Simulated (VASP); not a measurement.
Wanted: the native input for a VASP 6.6.1 run.

| Item | Value |
| --- | --- |
| Task | single point |
| Functional | LDA |
| Potentials or basis | VASP PAW LDA potentials, release 64 (Os) |
| Cutoff | 520 eV |
| k mesh | 13 × 13 × 8 |
| Occupations | fermi-dirac, width 0.1 eV |
| Spin | no spin polarisation |
| Dipole correction | no |
| Further INCAR settings | ALGO = Normal; EDIFF = 1e-06; NBANDS = 15 |

The structure of Os lies in POSCAR:

```
Os
1.0
    2.7175247593      0.0000000000      0.0000000000
   -1.3587623796      2.3534454770      0.0000000000
    0.0000000000      0.0000000000      4.2844606214
Os
2
Direct
    0.3333333333      0.6666666667      0.2500000000
    0.6666666667      0.3333333333      0.7500000000
```

These files were run (other wordings do the same):

INCAR

```
ALGO = Normal ; EDIFF = 1E-6
ENCUT = 520 ; ISIF = 2
ISMEAR = -1 ; LASPH = T
LCHARG = F ; LREAL = F
LWAVE = F ; NBANDS = 15
NELM = 100 ; PREC = Accurate
SIGMA = 0.1
```

KPOINTS

```
k-points
0
Gamma
  13 13 8
```

Potentials or basis: VASP PAW LDA potentials, release 64 (Os).

The run is started by

```bash
$ cat potpaw_LDA.64/Os/POTCAR > POTCAR
$ mpirun -np 1 vasp_std > vasp.out
```

Results of the run:

| Quantity | Value |
| --- | --- |
| Pressure | 1.1 GPa |
| Band gap on the k mesh | zero (band 8 reaches 11.84 eV, above the bottom of band 9 at 7.90 eV) |

Caveat: spin-orbit coupling is left out, which moves the levels of the heavy elements.

Wall time 22 s on 1 thread of Intel Xeon 6975P-C, with other jobs on the host, peak memory 0.15 GiB.
